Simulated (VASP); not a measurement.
A run of VASP 6.6.1:

POSCAR

```
ScAl
1.0
    0.0000000000      0.0000000000      3.7712920000
   -4.3267980000      0.0000000000      0.0000000000
    2.1633990000     -5.2502190000      0.0000000000
Sc Al
2 2
Direct
    0.2500000000      0.8646810000      0.7293620000
    0.7500000000      0.1353190000      0.2706380000
    0.2500000000      0.5845050000      0.1690100000
    0.7500000000      0.4154950000      0.8309900000
```

File INCAR.step1:

```
ALGO = Normal
EDIFF = 1E-4
ENCUT = 520
GGA = PE
ISMEAR = 0
LASPH = True
LCHARG = False
LREAL = False
LWAVE = True
NBANDS = 22
NELM = 60
PREC = Accurate
SIGMA = 0.05
```

INCAR.step2

```
ALGO = Normal
EDIFF = 1E-7
ENCUT = 520
ISIF = 2
ISMEAR = 0
ISTART = 1
LASPH = True
LCHARG = False
LMIXTAU = True
LREAL = False
LWAVE = False
METAGGA = R2SCAN
NBANDS = 22
NELM = 60
PREC = Accurate
SIGMA = 0.05
```

File KPOINTS:

```
k-points
0
Gamma
  10 8 8
```

Potentials or basis: VASP PAW PBE potentials, release 64 (Sc_sv, Al).

Launch:

```bash
$ cat potpaw_PBE.64/Sc_sv/POTCAR potpaw_PBE.64/Al/POTCAR > POTCAR
$ cp INCAR.step1 INCAR
$ mpirun -np 1 vasp_std > vasp.out
$ cp INCAR.step2 INCAR
$ mpirun -np 1 vasp_std > vasp.out
```

Hardware: 1 thread of Intel Xeon 8259CL, with other jobs on the host.

Q: Estimate the wall time of this run.

A: It took 18 min on 1 thread of Intel Xeon 8259CL (shared host), peak memory 0.35 GiB. Counts: k points 126.
